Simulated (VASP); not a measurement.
# NaCl in VASP: a series of runs, part 2 of 2

VASP 6.6.1. The steps go on from the part before.

## 4. Single point, LDA (z stretched by -0.5 %, x and y held)

INCAR

```
SYSTEM = NaCl
ALGO     = Normal         ! electronic algorithm
EDIFF    = 1E-6           ! SCF threshold, eV
ENCUT    = 520            ! plane-wave cutoff, eV
GGA      = CA             ! functional
ISIF     = 2              ! what is computed and relaxed
ISMEAR   = 0              ! smearing method
LASPH    = .True.         ! aspherical terms in the spheres
LCHARG   = .True.         ! write CHGCAR
LELF     = .True.         ! ELF
LREAL    = .False.        ! projectors in reciprocal space
LVHAR    = .True.       
LWAVE    = .False.        ! write WAVECAR
NBANDS   = 14             ! bands
NELM     = 80             ! most SCF steps
PREC     = Accurate       ! precision mode
SIGMA    = 0.01           ! smearing width, eV
```

KPOINTS

```
k-points
0
Gamma
  8 8 8
  0 0 0
```

POSCAR

```
NaCl
1.0
    0.0000000000      2.7321936073      2.7185326392
    2.7321936073      0.0000000000      2.7185326392
    2.7321936073      2.7321936073      0.0000000000
Na Cl
1 1
Direct
    0.0000000000      0.0000000000      0.0000000000
    0.5000000000      0.5000000000      0.5000000000
```

Potentials or basis: VASP PAW LDA potentials, release 64 (Na_pv, Cl).

Command:

```console
cat potpaw_LDA.64/Na_pv/POTCAR potpaw_LDA.64/Cl/POTCAR > POTCAR
mpirun -np 1 vasp_std > vasp.out
```

OUTCAR:

```text
SYSTEM = NaCl
   EDIFF = 1E-6
   ENCUT = 520
   GGA = CA
   ISIF = 2
   ISMEAR = 0
   LASPH = .True.
   LREAL = .False.
   NELM = 80
   PREC = Accurate

 ion  position               nearest neighbor table
   1  0.000  0.000  0.000-   2 2.72   2 2.72
   2  0.500  0.500  0.500-   1 2.72   1 2.72

  LATTYP: Found a body centered tetragonal cell.
 ALAT       =     3.8639052545
 C/A-ratio  =     1.4071424945

  Lattice vectors:

 A1 = (   0.0000000000,  -2.7321936073,  -2.7185326392)
 A2 = (   0.0000000000,   2.7321936073,  -2.7185326392)
 A3 = (   2.7321936073,   0.0000000000,   2.7185326392)

Analysis of symmetry for initial positions (statically):
=====================================================================
 Subroutine PRICEL returns:
 Original cell was already a primitive cell.

 Routine SETGRP: Setting up the symmetry group for a
 body centered tetragonal supercell.

 Subroutine GETGRP returns: Found 16 space group operations
 (whereof 16 operations were pure point group operations)
 out of a pool of 16 trial point group operations.

The static configuration has the point symmetry D_4h.
[... 175 lines left out ...]
      5      -0.3266      2.00000
      6      -0.3231      2.00000
      7      -0.3231      2.00000
      8       4.7781      0.00000
      9      10.5953      0.00000
     10      10.5953      0.00000
     11      10.6360      0.00000
     12      12.9399      0.00000
     13      13.0067      0.00000
     14      14.5098      0.00000
[... 377 lines left out ...]
      1     -20.9814      2.00000
      2     -20.9507      2.00000
      3     -20.9505      2.00000
      4     -12.7845      2.00000
      5      -2.1532      2.00000
      6      -0.7481      2.00000
      7      -0.6877      2.00000
      8       7.0692      0.00000
      9       9.4569      0.00000
     10      10.2524      0.00000
     11      11.2321      0.00000
     12      13.3592      0.00000
     13      14.7905      0.00000
     14      16.2810      0.00000

 [... further k-points ...]

------------------------ aborting loop because EDIFF is reached ----------------------------------------

  FORCE on cell =-STRESS in cart. coord.  units (eV):
  Direction    XX          YY          ZZ          XY          YZ          ZX
  --------------------------------------------------------------------------------------
  -------------------------------------------------------------------------------------
  Total        0.0248082      0.0248082      0.1005371      0.0000000     -0.0000000      0.0000000
  in kB        0.9793071      0.9793071      3.9687096      0.0000000     -0.0000000      0.0000000
  external PRESSURE =       1.9757746 kB  Pullay stress =       0.0000000 kB

 VOLUME and BASIS-vectors are now :
 -----------------------------------------------------------------------------
  energy-cutoff  :      520.00
  volume of cell :       40.59
      direct lattice vectors                 reciprocal lattice vectors
     0.000000000  2.732193607  2.718532639    -0.183003137  0.183003137  0.183922750
     2.732193607  0.000000000  2.718532639     0.183003137 -0.183003137  0.183922750
     2.732193607  2.732193607  0.000000000     0.183003137  0.183003137 -0.183922750

 POSITION                                       TOTAL-FORCE (eV/Angst)
 -----------------------------------------------------------------------------------
      0.00000      0.00000      0.00000         0.000000      0.000000      0.000000
      2.73219      2.73219      2.71853         0.000000      0.000000      0.000000
 -----------------------------------------------------------------------------------
    total drift:                               -0.000000      0.000000      0.000000

  FREE ENERGIE OF THE ION-ELECTRON SYSTEM (eV)
  ---------------------------------------------------
  free  energy   TOTEN  =        -7.3889172369 eV

  energy  without entropy=       -7.3889172369  energy(sigma->0) =       -7.38891724
```

OSZICAR:

```text
N       E                     dE             d eps       ncg     rms          rms(c)
DAV:   1     0.990539185063E+02    0.99054E+02   -0.71180E+03  1658   0.102E+03
DAV:   2    -0.206912728939E+00   -0.99261E+02   -0.91576E+02  1848   0.272E+02
DAV:   3    -0.746795724654E+01   -0.72610E+01   -0.72224E+01  2150   0.690E+01
DAV:   4    -0.757291376177E+01   -0.10496E+00   -0.10493E+00  1892   0.891E+00
DAV:   5    -0.757505420219E+01   -0.21404E-02   -0.21403E-02  2196   0.130E+00    0.210E+00
DAV:   6    -0.741009725157E+01    0.16496E+00   -0.24379E-01  2050   0.333E+00    0.153E+00
DAV:   7    -0.739064904189E+01    0.19448E-01   -0.52279E-02  2346   0.143E+00    0.996E-01
DAV:   8    -0.738906002650E+01    0.15890E-02   -0.47478E-03  1988   0.652E-01    0.313E-01
DAV:   9    -0.738892474207E+01    0.13528E-03   -0.21436E-04  2138   0.115E-01    0.142E-01
DAV:  10    -0.738891791102E+01    0.68311E-05   -0.91124E-05  2102   0.883E-02    0.675E-03
DAV:  11    -0.738891723686E+01    0.67417E-06   -0.40364E-06  2132   0.236E-02
   1 F= -.73889172E+01 E0= -.73889172E+01  d E =-.823588-124
```

stdout:

```text
POSCAR found type information on POSCAR NaCl
 POSCAR found :  2 types and       2 ions
 scaLAPACK will be used
 LDA part: xc-table for (Slater(with rela. corr.)+CA(PZ))
 , standard interpolation
 POSCAR, INCAR and KPOINTS ok, starting setup
 FFT: planning ... GRIDC
 FFT: planning ... GRID_SOFT
 FFT: planning ... GRID
 WAVECAR not read
 entering main loop
```

Wall time 47 s (1 thread of Intel Xeon 8259CL, shared host); peak memory 0.16 GiB.

Results:

- Free energy: -7.3889 eV
- Pressure: 0.2 GPa
- Band gap on the k mesh: 5.10 eV

Stress tensor (GPa, compression positive):
```
0.10 0.00 0.00
0.00 0.10 0.00
0.00 0.00 0.40
```

Caveat: the cell differs from its parent crystal (z stretched by -0.5 %, x and y held).

## 5. Single point, LDA (z stretched by +0.5 %, x and y held)

INCAR

```
PREC = Accurate
ENCUT = 520
EDIFF = 1E-7
ISMEAR = 0
SIGMA = 0.01
LREAL = False
LASPH = True
NELM = 100
ALGO = Normal
ISIF = 2
LWAVE = False
LCHARG = False
GGA = CA
NBANDS = 14
```

KPOINTS

```
Automatic mesh
0
Gamma
  8 8 8
```

POSCAR

```
NaCl
1.0
    0.0000000000      2.7321936073      2.7458545753
    2.7321936073      0.0000000000      2.7458545753
    2.7321936073      2.7321936073      0.0000000000
Na Cl
1 1
Direct
    0.0000000000      0.0000000000      0.0000000000
    0.5000000000      0.5000000000      0.5000000000
```

Command:

```console
cat potpaw_LDA.64/Na_pv/POTCAR potpaw_LDA.64/Cl/POTCAR > POTCAR
mpirun -np 1 vasp_std > vasp.out
```

Wall time 47 s (1 thread of Intel Xeon 8259CL, shared host); peak memory 0.16 GiB.

The run converged. Its results:

```yaml
Free_energy: -7.3890 eV
Pressure: -0.2 GPa
Band_gap_on_the_k_mesh: 5.06 eV
```

Stress tensor (GPa, compression positive):
```
-0.07  0.00  0.00
 0.00 -0.07  0.00
 0.00  0.00 -0.34
```

Levels at points of the mesh, in eV from the valence-band top:
```
           k point  band 4  band 5  band 6  band 7  band 8  band 9  band 10  band 11
(0.00, 0.00, 0.00)  -12.81    0.00    0.00    0.00    5.06   10.90    10.94    10.94
(0.50, 0.00, 0.00)  -12.35   -2.32   -0.34   -0.33    7.04   10.86    10.91    11.01
(0.50, 0.50, 0.00)  -12.30   -2.00   -0.71   -0.71    7.42    7.65    11.55    15.16
(0.50, 0.00, 0.50)  -12.29   -2.00   -0.73   -0.72    7.42    7.63    11.60    15.09
```

Caveat: the cell differs from its parent crystal (z stretched by +0.5 %, x and y held).

## 6. Single point, LDA (z stretched by +0.5 %, x and y held)

INCAR

```
SYSTEM = NaCl
  ALGO = Normal
  EDIFF = 1E-6
  ENCUT = 520
  GGA = CA
  ISIF = 2
  ISMEAR = 0
  LASPH = .TRUE.
  LCHARG = .TRUE.
  LELF = .TRUE.
  LREAL = .FALSE.
  LVHAR = .TRUE.
  LWAVE = .FALSE.
  NBANDS = 14
  NELM = 60
  PREC = Accurate
  SIGMA = 0.01
```

KPOINTS

```
k-points
0
G
  8 8 8
  0 0 0
```

POSCAR is that of step 5.

Potentials or basis: VASP PAW LDA potentials, release 64 (Na_pv, Cl).

Command:

```console
cat potpaw_LDA.64/Na_pv/POTCAR potpaw_LDA.64/Cl/POTCAR > POTCAR
mpirun -np 1 vasp_std > vasp.out
```

OUTCAR:

```text
SYSTEM = NaCl
   EDIFF = 1E-6
   ENCUT = 520
   GGA = CA
   ISIF = 2
   ISMEAR = 0
   LASPH = .TRUE.
   LREAL = .FALSE.
   NELM = 60
   PREC = Accurate

 ion  position               nearest neighbor table
   1  0.000  0.000  0.000-
   2  0.500  0.500  0.500-

  LATTYP: Found a body centered tetragonal cell.
 ALAT       =     3.8639052545
 C/A-ratio  =     1.4212846302

  Lattice vectors:

 A1 = (  -2.7321936073,   0.0000000000,   2.7458545753)
 A2 = (   2.7321936073,   0.0000000000,   2.7458545753)
[... 583 lines left out ...]
      7      -0.7518      2.00000
      8       6.9663      0.00000
      9       9.3462      0.00000
     10      10.1881      0.00000
     11      11.1132      0.00000
     12      13.2491      0.00000
     13      14.6866      0.00000
     14      16.1416      0.00000

 [... further k-points ...]
[... 5 lines left out ...]
  --------------------------------------------------------------------------------------
  -------------------------------------------------------------------------------------
  Total       -0.0086459     -0.0086459     -0.0794209      0.0000000     -0.0000000      0.0000000
  in kB       -0.3379007     -0.3379007     -3.1039516      0.0000000     -0.0000000      0.0000000
  external PRESSURE =      -1.2599177 kB  Pullay stress =       0.0000000 kB

 VOLUME and BASIS-vectors are now :
 -----------------------------------------------------------------------------
  energy-cutoff  :      520.00
  volume of cell :       40.99
      direct lattice vectors                 reciprocal lattice vectors
     0.000000000  2.732193607  2.745854575    -0.183003137  0.183003137  0.182092673
     2.732193607  0.000000000  2.745854575     0.183003137 -0.183003137  0.182092673
     2.732193607  2.732193607  0.000000000     0.183003137  0.183003137 -0.182092673

 POSITION                                       TOTAL-FORCE (eV/Angst)
 -----------------------------------------------------------------------------------
      0.00000      0.00000      0.00000         0.000000      0.000000     -0.000000
      2.73219      2.73219      2.74585         0.000000      0.000000      0.000000
 -----------------------------------------------------------------------------------
    total drift:                               -0.000000      0.000000      0.000000

  FREE ENERGIE OF THE ION-ELECTRON SYSTEM (eV)
  ---------------------------------------------------
  free  energy   TOTEN  =        -7.3890378508 eV

  energy  without entropy=       -7.3890378508  energy(sigma->0) =       -7.38903785
```

OSZICAR:

```text
N       E                     dE             d eps       ncg     rms          rms(c)
DAV:   1     0.990121101763E+02    0.99012E+02   -0.70744E+03  1652   0.101E+03
DAV:   2     0.773767883811E-02   -0.99004E+02   -0.91295E+02  1840   0.272E+02
DAV:   3    -0.746624218296E+01   -0.74740E+01   -0.74346E+01  2150   0.690E+01
DAV:   4    -0.757398928931E+01   -0.10775E+00   -0.10772E+00  1916   0.896E+00
DAV:   5    -0.757615360636E+01   -0.21643E-02   -0.21642E-02  2232   0.129E+00    0.209E+00
DAV:   6    -0.741025087616E+01    0.16590E+00   -0.24651E-01  2030   0.332E+00    0.153E+00
DAV:   7    -0.739078126417E+01    0.19470E-01   -0.52104E-02  2342   0.143E+00    0.992E-01
DAV:   8    -0.738918168948E+01    0.15996E-02   -0.47979E-03  1970   0.653E-01    0.313E-01
DAV:   9    -0.738904639340E+01    0.13530E-03   -0.21248E-04  2132   0.113E-01    0.145E-01
DAV:  10    -0.738903854252E+01    0.78509E-05   -0.96414E-05  2054   0.885E-02    0.690E-03
DAV:  11    -0.738903785083E+01    0.69169E-06   -0.40987E-06  2084   0.235E-02
   1 F= -.73890379E+01 E0= -.73890379E+01  d E =-.142910E-78
```

stdout:

```text
POSCAR found type information on POSCAR NaCl
 POSCAR found :  2 types and       2 ions
 scaLAPACK will be used
 LDA part: xc-table for (Slater(with rela. corr.)+CA(PZ))
 , standard interpolation
 POSCAR, INCAR and KPOINTS ok, starting setup
 FFT: planning ... GRIDC
 FFT: planning ... GRID_SOFT
 FFT: planning ... GRID
 WAVECAR not read
 entering main loop
```

Run time: 44 s. Hardware: 1 thread of Intel Xeon 8259CL, shared host; peak memory 0.16 GiB.

What came out:

```
Free energy            : -7.3890 eV
Pressure               : -0.1 GPa
Band gap on the k mesh : 5.06 eV
```

Levels at points of the mesh, in eV from the valence-band top:
| k point | band 5 | band 6 | band 7 | band 8 | band 9 | band 10 |
| --- | --- | --- | --- | --- | --- | --- |
| (0.00, 0.00, 0.00) | 0.00 | 0.00 | 0.00 | 5.06 | 10.90 | 10.94 |
| (0.50, 0.00, 0.00) | -2.32 | -0.34 | -0.33 | 7.04 | 10.86 | 10.91 |
| (0.50, 0.50, 0.00) | -2.00 | -0.71 | -0.71 | 7.42 | 7.65 | 11.55 |
| (0.50, 0.00, 0.50) | -2.00 | -0.73 | -0.72 | 7.42 | 7.63 | 11.60 |

Caveat: the cell differs from its parent crystal (z stretched by +0.5 %, x and y held).

## 7. The runs side by side

```csv
cell,gap on the mesh (eV),pressure (GPa)
"a = 3.864 Å, angles 60.0°, 2 atoms",5.08,0.0
"a = 3.883 Å, angles 60.0°, 2 atoms",5.02,-0.4
"a = 3.854, b = 3.854, c = 3.864 Å, angles 59.9, 59.9, 60.2°, 2 atoms",5.10,0.2
"a = 3.874, b = 3.874, c = 3.864 Å, angles 60.1, 60.1, 59.8°, 2 atoms",5.06,-0.1
```

Alike in all rows: task single point; level LDA; potentials or basis VASP PAW LDA potentials, release 64 (Na_pv, Cl); no spin polarisation; k mesh 8 × 8 × 8; cutoff (eV) 520; smearing gaussian 0.01 eV.

Total energies depend on the potentials used, so only differences within one code and one set of settings carry meaning.
